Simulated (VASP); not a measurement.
# HfN (Fm-3m) in VASP: further runs

HfN is run at these levels: PBE; tasks: single point.

Program: VASP 6.6.1. These are calculated values, not measurements. Logs are shortened: lines on timing, memory, paths and dates and some standing lists are left out, and cuts for length are marked.

### 1 The cell of the first run

The structure is cubic, space group Fm-3m (No. 225). Conventional cell: a = 4.502 Å, b = 4.502 Å, c = 4.502 Å, α = 90.00°, β = 90.00°, γ = 90.00°. Hf (site symmetry m-3m) has 6 N at 2.25 Å within 3.0 Å. N (site symmetry m-3m) has 6 Hf at 2.25 Å within 3.0 Å.

### 2 Single point, PBE (volume scaled by 0.97)

The input, INCAR:

```
SYSTEM = HfN
PREC = Accurate
ENCUT = 520
EDIFF = 1E-7
ISMEAR = 0
SIGMA = 0.1
LREAL = .False.
LASPH = .True.
NELM = 60
ALGO = Normal
ISIF = 2
LWAVE = .False.
LCHARG = .True.
GGA = PE
LELF = .True.
LVHAR = .True.
NBANDS = 14
```

The input, KPOINTS:

```
regular mesh
0
Gamma
  16 16 16
  0 0 0
```

The input, POSCAR:

```
HfN
1.0
    0.0000000000      2.2509252376      2.2509252376
    2.2509252376      0.0000000000      2.2509252376
    2.2509252376      2.2509252376      0.0000000000
Hf N
1 1
Direct
    0.0000000000      0.0000000000      0.0000000000
    0.5000000000      0.5000000000      0.5000000000
```

Potentials or basis: VASP PAW PBE potentials, release 64 (Hf_pv, N).

The run is started by

```bash
cat potpaw_PBE.64/Hf_pv/POTCAR potpaw_PBE.64/N/POTCAR > POTCAR
mpirun -np 1 vasp_std > vasp.out
```

OUTCAR:

```text
SYSTEM = HfN
   PREC = Accurate
   ENCUT = 520
   EDIFF = 1E-7
   ISMEAR = 0
   LREAL = .False.
   LASPH = .True.
   NELM = 60
   ISIF = 2
   GGA = PE

 ion  position               nearest neighbor table
   1  0.000  0.000  0.000-   2 2.25   2 2.25   2 2.25   2 2.25   2 2.25   2 2.25
   2  0.500  0.500  0.500-   1 2.25   1 2.25   1 2.25   1 2.25   1 2.25   1 2.25

  LATTYP: Found a face centered cubic cell.
 ALAT       =     4.5018504752

  Lattice vectors:

 A1 = (   0.0000000000,   2.2509252376,   2.2509252376)
 A2 = (   2.2509252376,   0.0000000000,   2.2509252376)
 A3 = (   2.2509252376,   2.2509252376,   0.0000000000)

Analysis of symmetry for initial positions (statically):
=====================================================================
 Subroutine PRICEL returns:
 Original cell was already a primitive cell.

 Routine SETGRP: Setting up the symmetry group for a
 face centered cubic supercell.

 Subroutine GETGRP returns: Found 48 space group operations
 (whereof 48 operations were pure point group operations)
 out of a pool of 48 trial point group operations.

The static configuration has the point symmetry O_h .

Analysis of symmetry for dynamics (positions and initial velocities):
=====================================================================
 Subroutine PRICEL returns:
 Original cell was already a primitive cell.

 Routine SETGRP: Setting up the symmetry group for a
 face centered cubic supercell.

 Subroutine GETGRP returns: Found 48 space group operations
 (whereof 48 operations were pure point group operations)
 out of a pool of 48 trial point group operations.

The dynamic configuration has the point symmetry O_h .

 Subroutine INISYM returns: Found 48 space group operations
 (whereof 48 operations are pure point group operations),
 and found     1 'primitive' translations

----------------------------------------------------------------------------------------

                                     Primitive cell

  volume of cell :      22.8094

  direct lattice vectors                    reciprocal lattice vectors
     0.000000000  2.250925238  2.250925238    -0.222130878  0.222130878  0.222130878
     2.250925238  0.000000000  2.250925238     0.222130878 -0.222130878  0.222130878
     2.250925238  2.250925238  0.000000000     0.222130878  0.222130878 -0.222130878

  length of vectors
     3.183288999  3.183288999  3.183288999     0.384741967  0.384741967  0.384741967

  position of ions in fractional coordinates (direct lattice)
     0.000000000  0.000000000  0.000000000
     0.500000000  0.500000000  0.500000000

  ion indices of the primitive-cell ions
   primitive index   ion index
                 1           1
                 2           2

----------------------------------------------------------------------------------------

 KPOINTS: regular mesh

Automatic generation of k-mesh.
 Grid dimensions read from file:
 generate k-points for:   16   16   16

 Generating k-lattice:

  Cartesian coordinates                     Fractional coordinates (reciprocal lattice)
    -0.013883180  0.013883180  0.013883180     0.062500000  0.000000000  0.000000000
     0.013883180 -0.013883180  0.013883180     0.000000000  0.062500000  0.000000000
     0.013883180  0.013883180 -0.013883180     0.000000000  0.000000000  0.062500000

  Length of vectors
     0.024046373  0.024046373  0.024046373

  Shift w.r.t. Gamma in fractional coordinates (k-lattice)
     0.000000000  0.000000000  0.000000000

 Subroutine IBZKPT returns following result:
 ===========================================

 Found    145 irreducible k-points:

 Following reciprocal coordinates:
            Coordinates               Weight
  0.000000  0.000000  0.000000      1.000000
  0.062500  0.000000  0.000000      8.000000
  0.125000  0.000000  0.000000      8.000000
  0.187500  0.000000  0.000000      8.000000
  0.250000  0.000000  0.000000      8.000000
  0.312500  0.000000  0.000000      8.000000
[... 16 lines left out ...]
 -0.125000  0.062500  0.000000     24.000000
 -0.062500  0.062500  0.000000     12.000000
 [... further k-points ...]
   k-points           NKPTS =    145   k-points in BZ     NKDIM =    145   number of bands    NBANDS=     14
   number of dos      NEDOS =    301   number of ions     NIONS =      2
   total plane-waves  NPLWV =  13824
   dimension x,y,z NGX =    24 NGY =   24 NGZ =   24
   dimension x,y,z NGXF=    48 NGYF=   48 NGZF=   48
   ions per type =               1   1
   NGX,Y,Z   is equivalent  to a cutoff of  12.53, 12.53, 12.53 a.u.
   NGXF,Y,Z  is equivalent  to a cutoff of  25.07, 25.07, 25.07 a.u.
 SYSTEM =  HfN
   PREC   = accura    normal or accurate (medium, high low for compatibility)
   ISTART =      0    job   : 0-new  1-cont  2-samecut
   ICHARG =      2    charge: 1-file 2-atom 10-const
   ISPIN  =      1    spin polarized calculation?
   LNONCOLLINEAR =      F non collinear calculations
   LSORBIT =      F    spin-orbit coupling
   LASPH  =      T    aspherical Exc in radial PAW
   ENCUT  =  520.0 eV  38.22 Ry    6.18 a.u.   5.92  5.92  5.92*2*pi/ulx,y,z
   NELM   =     60;   NELMIN=  2; NELMDL= -5     # of ELM steps
   EDIFF  = 0.1E-06   stopping-criterion for ELM
   LREAL  =      F    real-space projection
   EDIFFG = 0.1E-05   stopping-criterion for IOM
   NSW    =      0    number of steps for IOM
   IBRION =     -1    ionic relax: 0-MD 1-quasi-New 2-CG
   NFREE  =      0    steps in history (QN), initial steepest desc. (CG)
   ISIF   =      2    stress and relaxation
   ISYM   =      2    0-nonsym 1-usesym 2-fastsym
   POTIM  = 0.5000    time-step for ionic-motion
   TEBEG  =    0.0;   TEEND  =   0.0 temperature during run
   PSTRESS=    0.0 pullay stress
   NELECT =      15.0000    total number of electrons
   NUPDOWN=      -1.0000    fix difference up-down
   EMIN   =  10.00;   EMAX   =-10.00  energy-range for DOS
   EFERMI =   0.00;   METHOD = LEGACY
   ISMEAR =     0;   SIGMA  =   0.10  broadening in eV -4-tet -1-fermi 0-gaus
   EFERMI_NEDOS =   21; number of points for ismear=-14 and -15
   IALGO  =     38    algorithm
   IMIX   =      4    mixing-type and parameters
     AMIX     =   0.40;   BMIX     =  1.00
     AMIX_MAG =   1.60;   BMIX_MAG =  1.00
  volume/ion in A,a.u.               =      11.40        76.96
  Fermi-wavevector in a.u.,A,eV,Ry     =   1.423642  2.690294 27.575704  2.026757
  Thomas-Fermi vector in A             =   2.544218
   LORBIT       =      0    0 simple, 1 ext, 2 COOP (PROOUT), +10 PAW based schemes
   GGA     = PE    functional components
   LHFCALC =     F    Hartree Fock is set to
   AEXX    =    0.0000 exact exchange contribution
   IVDW    =     0    specifies the selected vdW correction
   LEPSILON=     F    determine dielectric tensor
   LRPA    =     F    only Hartree local field effects (RPA)
 non-spin polarized calculation
 Gauss-broadening in eV      SIGMA  =   0.10
  energy-cutoff  :      520.00
  volume of cell :       22.81
 maximum number of plane-waves:       636
   NGX = 11   NGY = 11   NGZ = 11

 number of electron      15.0000001 magnetization

 Free energy of the ion-electron system (eV)
  ---------------------------------------------------
  ext. energy  EPLUGINS =         0.00000000
  ---------------------------------------------------
  free energy    TOTEN  =       -21.75041908 eV

  energy without entropy =      -21.74750182  energy(sigma->0) =      -21.74896045

 E-fermi :   8.4831     XC(G=0): -12.7891

 val. band max:        8.4647270012   @ k =  -0.4375   0.3125   0.1250
 cond. band min:       8.4831930730   @ k =  -0.1250   0.0625   0.0000
 fundamental gap:      0.0184660718
 Fermi energy:         8.4830956997

 k-point     1 :       0.0000    0.0000    0.0000
  band No.  band energies     occupation
      1     -22.6295      2.00000
      2     -22.6295      2.00000
      3     -22.6295      2.00000
      4      -9.0929      2.00000
      5       5.4404      2.00000
      6       5.4404      2.00000
      7       5.4404      2.00000
      8       8.1289      2.00000
      9       8.1289      2.00000
     10       8.1289      2.00000
     11      10.3812      0.00000
     12      10.4764      0.00000
     13      10.4764      0.00000
     14      18.0720      0.00000

 k-point     2 :       0.0625    0.0000    0.0000
  band No.  band energies     occupation
      1     -22.6715      2.00000
      2     -22.6329      2.00000
      3     -22.6329      2.00000
      4      -9.0002      2.00000
      5       5.0327      2.00000
      6       5.2019      2.00000
      7       5.2019      2.00000
      8       8.2428      1.99932
      9       8.2656      1.99791
     10       8.2656      1.99791
     11      10.6727      0.00000
     12      10.7857      0.00000
     13      10.7857      0.00000
     14      18.3840      0.00000

 k-point     3 :       0.1250    0.0000    0.0000
  band No.  band energies     occupation
      1     -22.7891      2.00000
      2     -22.6427      2.00000
      3     -22.6427      2.00000
      4      -8.7341      2.00000
      5       4.1171      2.00000
      6       4.6491      2.00000
      7       4.6491      2.00000
      8       8.4402      1.45567
      9       8.6250      0.04478
     10       8.6250      0.04478
     11      11.4149      0.00000
     12      11.5905      0.00000
     13      11.5905      0.00000
     14      19.2514      0.00000
[... 324 lines left out ...]
 k-point    23 :      -0.1250    0.0625    0.0000
  band No.  band energies     occupation
      1     -22.8572      2.00000
      2     -22.6783      2.00000
      3     -22.6373      2.00000
      4      -8.5452      2.00000
      5       3.5167      2.00000
      6       4.1741      2.00000
      7       4.6213      2.00000
      8       8.4832      0.99890
      9       8.5987      0.10198
     10       9.3317      0.00000
     11      11.0442      0.00000
     12      12.3412      0.00000
     13      12.5638      0.00000
     14      19.8616      0.00000

 k-point    24 :      -0.0625    0.0625    0.0000
  band No.  band energies     occupation
      1     -22.7297      2.00000
      2     -22.6544      2.00000
      3     -22.6313      2.00000
      4      -8.8518      2.00000
      5       4.4173      2.00000
      6       4.7680      2.00000
      7       5.0869      2.00000
      8       8.2941      1.99247
      9       8.3051      1.98817
     10       8.7518      0.00014
     11      10.5965      0.00000
     12      11.4019      0.00000
     13      11.5262      0.00000
     14      18.8788      0.00000

 [... further k-points ...]
[... 5 lines left out ...]
  --------------------------------------------------------------------------------------
  -------------------------------------------------------------------------------------
  Total        0.8727190      0.8727190      0.8727190      0.0000000      0.0000000     -0.0000000
  in kB       61.3015992     61.3015992     61.3015992      0.0000000      0.0000000     -0.0000000
  external PRESSURE =      61.3015992 kB  Pullay stress =       0.0000000 kB

 VOLUME and BASIS-vectors are now :
 -----------------------------------------------------------------------------
  energy-cutoff  :      520.00
  volume of cell :       22.81
      direct lattice vectors                 reciprocal lattice vectors
     0.000000000  2.250925238  2.250925238    -0.222130878  0.222130878  0.222130878
     2.250925238  0.000000000  2.250925238     0.222130878 -0.222130878  0.222130878
     2.250925238  2.250925238  0.000000000     0.222130878  0.222130878 -0.222130878

 POSITION                                       TOTAL-FORCE (eV/Angst)
 -----------------------------------------------------------------------------------
      0.00000      0.00000      0.00000        -0.000000     -0.000000     -0.000000
      2.25093      2.25093      2.25093         0.000000      0.000000      0.000000
 -----------------------------------------------------------------------------------
    total drift:                                0.000000     -0.000000     -0.000000

  FREE ENERGIE OF THE ION-ELECTRON SYSTEM (eV)
  ---------------------------------------------------
  free  energy   TOTEN  =       -21.7504190779 eV

  energy  without entropy=      -21.7475018175  energy(sigma->0) =      -21.74896045
```

Run time: 32 s. Hardware: 1 thread of AMD EPYC 9R14 (Zen 4), shared host; peak memory 0.14 GiB.

What came out:

- Free energy: -21.7504 eV
- Pressure: 6.1 GPa

Levels at points of the mesh, in eV from the Fermi level:
| k point | band 6 | band 7 | band 8 | band 9 | band 10 | band 11 |
| --- | --- | --- | --- | --- | --- | --- |
| (0.00, 0.00, 0.00) | -3.04 | -3.04 | -0.35 | -0.35 | -0.35 | 1.90 |
| (0.50, 0.00, 0.00) | -6.24 | -6.24 | 3.33 | 3.76 | 3.76 | 4.48 |
| (0.50, 0.50, 0.00) | -3.86 | -3.70 | -3.70 | 4.16 | 5.61 | 5.61 |

Caveat: spin-orbit coupling is left out, which moves the levels of the heavy elements.

### 3 Single point, PBE (volume scaled by 1.03)

The input, INCAR:

```
PREC = Accurate
ENCUT = 520
EDIFF = 1E-6
ISMEAR = 0
SIGMA = 0.1
LREAL = False
LASPH = True
NELM = 60
ALGO = Normal
ISIF = 2
LWAVE = False
LCHARG = True
GGA = PE
LELF = True
LVHAR = True
NBANDS = 14
```

The input, KPOINTS:

```
regular mesh
0
Gamma
  16 16 16
```

The input, POSCAR:

```
HfN
1.0
    0.0000000000      2.2964107296      2.2964107296
    2.2964107296      0.0000000000      2.2964107296
    2.2964107296      2.2964107296      0.0000000000
Hf N
1 1
Direct
    0.0000000000      0.0000000000      0.0000000000
    0.5000000000      0.5000000000      0.5000000000
```

Potentials or basis: VASP PAW PBE potentials, release 64 (Hf_pv, N).

The run is started by

```bash
cat potpaw_PBE.64/Hf_pv/POTCAR potpaw_PBE.64/N/POTCAR > POTCAR
mpirun -np 1 vasp_std > vasp.out
```

It took 27 s on 1 thread of AMD EPYC 9R14 (Zen 4), shared host; peak memory 0.15 GiB.

It converged, with:

```yaml
Free_energy: -21.7325 eV
Pressure: -9.6 GPa
```

Levels at points of the mesh, in eV from the Fermi level:
| k point | band 5 | band 6 | band 7 | band 8 | band 9 | band 10 | band 11 | band 12 |
| --- | --- | --- | --- | --- | --- | --- | --- | --- |
| (0.00, 0.00, 0.00) | -2.96 | -2.96 | -2.96 | -0.32 | -0.32 | -0.32 | 1.34 | 1.85 |
| (0.50, 0.00, 0.00) | -8.60 | -5.94 | -5.94 | 3.06 | 3.46 | 3.46 | 4.17 | 8.26 |
| (0.50, 0.50, 0.00) | -5.40 | -3.66 | -3.66 | -3.59 | 3.84 | 5.03 | 5.15 | 5.15 |

Caveat: spin-orbit coupling is left out, which moves the levels of the heavy elements.

### 4 Single point, PBE (volume scaled by 1.06)

The input, INCAR:

```
SYSTEM = HfN
ALGO = Normal ; EDIFF = 1E-6
ENCUT = 520 ; GGA = PE
ISIF = 2 ; ISMEAR = 0
LASPH = .True. ; LCHARG = .False.
LREAL = .False. ; LWAVE = .False.
NBANDS = 14 ; NELM = 100
PREC = Accurate ; SIGMA = 0.1
```

The input, KPOINTS:

```
k-points
0
Gamma
  16 16 16
  0 0 0
```

The input, POSCAR:

```
HfN
1.0
    0.0000000000      2.3184929566      2.3184929566
    2.3184929566      0.0000000000      2.3184929566
    2.3184929566      2.3184929566      0.0000000000
Hf N
1 1
Direct
    0.0000000000      0.0000000000      0.0000000000
    0.5000000000      0.5000000000      0.5000000000
```

The run is started by

```bash
cat potpaw_PBE.64/Hf_pv/POTCAR potpaw_PBE.64/N/POTCAR > POTCAR
mpirun -np 1 vasp_std > vasp.out
```

Wall time 25 s (1 thread of AMD EPYC 9R14 (Zen 4), shared host); peak memory 0.15 GiB.

It converged, with:

- Free energy: -21.6771 eV
- Pressure: -15.7 GPa

Levels at points of the mesh, in eV from the Fermi level:
```
           k point  band 4  band 5  band 6  band 7  band 8  band 9  band 10  band 11  band 12  band 13
(0.00, 0.00, 0.00)  -17.04   -2.92   -2.92   -2.92   -0.31   -0.31    -0.31     1.09     1.79     1.79
(0.50, 0.00, 0.00)  -14.73   -8.43   -5.79   -5.79    2.94    3.32     3.32     4.03     7.94     7.94
(0.50, 0.50, 0.00)  -15.98   -5.38   -3.63   -3.63   -3.47    3.69     4.72     4.94     4.94     7.04
```

Caveat: spin-orbit coupling is left out, which moves the levels of the heavy elements.

### 5 Single point, PBE (volume scaled by 1.10)

The input, INCAR:

```
SYSTEM = HfN
PREC = Accurate
ENCUT = 520
EDIFF = 1E-6
ISMEAR = 0
SIGMA = 0.1
LREAL = .FALSE.
LASPH = .TRUE.
NELM = 100
ALGO = Normal
ISIF = 2
LWAVE = .FALSE.
LCHARG = .FALSE.
GGA = PE
NBANDS = 14
```

The input, KPOINTS:

```
regular mesh
0
G
  16 16 16
  0 0 0
```

The input, POSCAR:

```
HfN
1.0
    0.0000000000      2.3472970566      2.3472970566
    2.3472970566      0.0000000000      2.3472970566
    2.3472970566      2.3472970566      0.0000000000
Hf N
1 1
Direct
    0.0000000000      0.0000000000      0.0000000000
    0.5000000000      0.5000000000      0.5000000000
```

The run is started by

```bash
cat potpaw_PBE.64/Hf_pv/POTCAR potpaw_PBE.64/N/POTCAR > POTCAR
mpirun -np 1 vasp_std > vasp.out
```

Run time: 43 s. Hardware: 1 thread of AMD EPYC 9R14 (Zen 4), shared host; peak memory 0.17 GiB.

The run converged. Its results:

| Quantity | Value |
| --- | --- |
| Free energy | -21.5650 eV |
| Pressure | -22.4 GPa |

Levels at points of the mesh, in eV from the Fermi level:
| k point | band 5 | band 6 | band 7 | band 8 | band 9 | band 10 | band 11 | band 12 |
| --- | --- | --- | --- | --- | --- | --- | --- | --- |
| (0.00, 0.00, 0.00) | -2.87 | -2.87 | -2.87 | -0.29 | -0.29 | -0.29 | 0.79 | 1.70 |
| (0.50, 0.00, 0.00) | -8.21 | -5.61 | -5.61 | 2.79 | 3.15 | 3.15 | 3.86 | 7.54 |
| (0.50, 0.50, 0.00) | -5.34 | -3.59 | -3.59 | -3.32 | 3.51 | 4.34 | 4.68 | 4.68 |

Caveat: spin-orbit coupling is left out, which moves the levels of the heavy elements.

### 6 Overview

```tsv
cell	gap on the mesh (eV)	pressure (GPa)
a = 3.183 Å, angles 60.0°, 2 atoms	none	6.1
a = 3.248 Å, angles 60.0°, 2 atoms	none	-9.6
a = 3.279 Å, angles 60.0°, 2 atoms	none	-15.7
a = 3.320 Å, angles 60.0°, 2 atoms	none	-22.4
```

Alike in all rows: task single point; level PBE; potentials or basis VASP PAW PBE potentials, release 64 (Hf_pv, N); no spin polarisation; k mesh 16 × 16 × 16; cutoff (eV) 520; smearing gaussian 0.1 eV.

Caveats: spin-orbit coupling is left out, which moves the levels of the heavy elements.

Total energies depend on the potentials used, so only differences within one code and one set of settings carry meaning.
